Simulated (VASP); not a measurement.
Input of a VASP 6.6.1 run:

The input INCAR:

```
PREC = Accurate
ENCUT = 600
EDIFF = 1E-6
ISMEAR = -1
SIGMA = 0.02
LREAL = False
LASPH = True
NELM = 60
ALGO = Normal
ISIF = 3
LWAVE = False
LCHARG = False
GGA = PE
IBRION = 2
NSW = 80
EDIFFG = -0.005
```

KPOINTS

```
Automatic mesh
0
Gamma
  8 8 4
```

Contents of POSCAR:

```
Ga4PN3
1.0
    3.1491048382      0.0000000000      0.0000000000
    0.0000000000      3.1491048382      0.0000000000
    0.0000000000      0.0000000000      8.9070135429
N Ga P
3 4 1
Direct
    0.0000000000      0.0000000000      0.2500000000
    0.5000000000      0.5000000000      0.0000000000
    0.0000000000      0.0000000000      0.7500000000
    0.0000000000      0.5000000000      0.1250000000
    0.5000000000      0.0000000000      0.8750000000
    0.0000000000      0.5000000000      0.6250000000
    0.5000000000      0.0000000000      0.3750000000
    0.5000000000      0.5000000000      0.5000000000
```

Potentials or basis: VASP PAW PBE potentials, release 64 (N, Ga_d, P).

The run is started by

```sh
$ cat potpaw_PBE.64/N/POTCAR potpaw_PBE.64/Ga_d/POTCAR potpaw_PBE.64/P/POTCAR > POTCAR
$ mpirun -np 1 vasp_std > vasp.out
```

(1) Estimate the relaxed cell.

(2) What does it give for the relaxed volume?

(3) Estimate the space group after relaxing (to 0.1 Å).

(4) What does it give for the band gap on the k mesh?

Answers

(1) a = 3.401 Å, b = 3.401 Å, c = 9.494 Å, α = 90.00°, β = 90.00°, γ = 90.00°.

(2) 13.73 Å³/atom.

(3) P-4m2 (No. 115).

(4) zero (bands 36 and 37 overlap by 0.33 eV).

Caveat: the volume moved by over 15 % at a fixed basis, so the end points are rough; semilocal functionals underestimate gaps, and a narrow one can read as zero.
